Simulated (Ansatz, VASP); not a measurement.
## Two plane-wave programs on Mo

The input INCAR:

```
PREC = Accurate
ENCUT = 520
EDIFF = 1E-6
ISMEAR = 0
SIGMA = 0.15
LREAL = F
LASPH = T
NELM = 60
ALGO = Fast
ISIF = 2
LWAVE = F
LCHARG = F
NBANDS = 13
```

KPOINTS

```
Automatic mesh
0
Gamma
  24 24 24
```

File POSCAR:

```
Mo
1.0
   -1.6584531586      1.6584531586      1.4096851848
    1.6584531586     -1.6584531586      1.4096851848
    1.6584531586      1.6584531586     -1.4096851848
Mo
1
Direct
    0.0000000000      0.0000000000      0.0000000000
```

Input for Ansatz:

```yaml
crystal:
  lattice:
    - [-1.6584531586, 1.6584531586, 1.4096851848]
    - [1.6584531586, -1.6584531586, 1.4096851848]
    - [1.6584531586, 1.6584531586, -1.4096851848]
  atoms:
    - { symbol: Mo, position: [0.0, 0.0, 0.0] }
basis:
  ecutwfc: 420
kpoints:
  mp_grid: { grid: [24, 24, 24] }
hamiltonian:
  xc: lda
scf:
  occupations: { method: gaussian, width: 0.15 }
output:
  forces: true
  stress: true
  eigenvalues: true
```

Alike in both runs: task single point; functional LDA; k mesh 24 × 24 × 24; occupations gaussian, width 0.15 eV; no spin polarisation.

```csv
,VASP,Ansatz
version,VASP 6.6.1,Ansatz 0.2.0
potentials or method,"VASP PAW LDA potentials, release 64 (Mo_sv), cutoff 520 eV","scalar-relativistic, plane waves, PAW"
valence electrons in the cell,14,14
```

VASP gave:

```
gap on the k mesh at the Fermi level (eV)                     : none
pressure (GPa)                                                : -3.9
traceless stress, the component that is largest in VASP (GPa) : 23.06
```

Estimate Ansatz's values.

gap on the k mesh at the Fermi level (eV): none; pressure (GPa): -5.0; traceless stress, the component that is largest in VASP (GPa): 23.04.

LDA's correlation is that of Perdew and Zunger in VASP and of Perdew and Wang (1992) in Ansatz. A gap of «none» marks a metal or a gap that the smearing closes.
